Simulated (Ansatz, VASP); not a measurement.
# HfO2 in VASP and in Ansatz

File POSCAR:

```
HfO2
1.0
    5.2989713529      0.0000000000      0.0000000000
    0.0000000000      5.0806726132      0.0000000000
    0.0000000000      0.0000000000      5.0308222208
Hf O
4 8
Direct
    0.0321753551      0.2659554968      0.2398848018
    0.4678246449      0.2659554968      0.7398848018
    0.5321753551      0.7340445032      0.2398848018
    0.9678246449      0.7340445032      0.7398848018
    0.3656516749      0.0675039455      0.3824690525
    0.1343483251      0.0675039455      0.8824690525
    0.7277946976      0.4643133728      0.4906461457
    0.7722053024      0.4643133728      0.9906461457
    0.2722053024      0.5356866272      0.9906461457
    0.2277946976      0.5356866272      0.4906461457
    0.8656516749      0.9324960545      0.3824690525
    0.6343483251      0.9324960545      0.8824690525
```

INCAR.step1

```
PREC = Accurate
ENCUT = 520
ISMEAR = 0
SIGMA = 0.01
LREAL = False
LASPH = True
NELM = 100
NBANDS = 56
GGA = PE
ALGO = Normal
EDIFF = 1E-4
LWAVE = True
LCHARG = False
```

Contents of INCAR.step2:

```
PREC = Accurate
ENCUT = 520
EDIFF = 1E-7
ISMEAR = 0
SIGMA = 0.01
LREAL = False
LASPH = True
NELM = 100
ALGO = Normal
ISIF = 2
LWAVE = False
LCHARG = False
METAGGA = R2SCAN
LMIXTAU = True
NBANDS = 56
ISTART = 1
```

The input KPOINTS:

```
Automatic mesh
0
Gamma
  6 6 6
```

Input for Ansatz:

```yaml
crystal:
  lattice:
    - [5.2989713529, 0.0, 0.0]
    - [0.0, 5.0806726132, 0.0]
    - [0.0, 0.0, 5.0308222208]
  atoms:
    - { symbol: Hf, position: [0.0321753551, 0.2659554968, 0.2398848018] }
    - { symbol: Hf, position: [0.4678246449, 0.2659554968, 0.7398848018] }
    - { symbol: Hf, position: [0.5321753551, 0.7340445032, 0.2398848018] }
    - { symbol: Hf, position: [0.9678246449, 0.7340445032, 0.7398848018] }
    - { symbol: O, position: [0.3656516749, 0.0675039455, 0.3824690525] }
    - { symbol: O, position: [0.1343483251, 0.0675039455, 0.8824690525] }
    - { symbol: O, position: [0.7277946976, 0.4643133728, 0.4906461457] }
    - { symbol: O, position: [0.7722053024, 0.4643133728, 0.9906461457] }
    - { symbol: O, position: [0.2722053024, 0.5356866272, 0.9906461457] }
    - { symbol: O, position: [0.2277946976, 0.5356866272, 0.4906461457] }
    - { symbol: O, position: [0.8656516749, 0.9324960545, 0.3824690525] }
    - { symbol: O, position: [0.6343483251, 0.9324960545, 0.8824690525] }
kpoints:
  mp_grid: { grid: [6, 6, 6] }
  band_path:
    path:
      - [0.0, 0.0, 0.0]
      - [0.5, 0.0, 0.0]
      - [0.5, 0.5, 0.0]
      - [0.0, 0.5, 0.0]
      - [0.0, 0.0, 0.5]
      - [0.5, 0.0, 0.5]
      - [0.5, 0.5, 0.5]
      - [0.0, 0.5, 0.5]
      - [0.1, 0.5, 0.0]
      - [0.265625, -0.5, 0.364583]
    npoints: 1
hamiltonian:
  xc: r2scan
scf:
  occupations: { method: fixed }
  n_extra_bands: 7
output:
  forces: true
  stress: true
  eigenvalues: true
```

Change from the starting cell: epitaxial_xy strain +1.0%.

Alike in both runs: task single point; functional r2SCAN; k mesh 6 × 6 × 6; no spin polarisation.

```csv
,VASP,Ansatz
version,VASP 6.6.1,Ansatz 0.2.0
potentials or method,"VASP PAW PBE potentials, release 64 (Hf_pv, O)","plane waves, PAW"
plane-wave cutoff (eV),520,500
occupations,"gaussian, width 0.01 eV",fixed
valence electrons in the cell,88,152
```

|  | VASP | Ansatz | Ansatz less VASP |
| --- | --- | --- | --- |
| gap on the k mesh at the Fermi level (eV) | 4.90 | 4.95 | +0.048 |
| pressure (GPa) | -6.5 | -3.0 | +3.45 |
| traceless stress, the component that is largest in VASP (GPa) | 3.14 | 3.01 | -0.128 |
| rms of the force components (eV/Å) | 0.032 | 0.001 | -0.0317 |

VASP's potentials were made for PBE, not for r2SCAN. Atom by atom the forces differ by 0.032 eV/Å (rms over components). VASP's potentials hold 88 valence electrons a cell and Ansatz's 152, so a difference there can come from the potentials and not from the codes.

Spin-orbit coupling is off throughout.
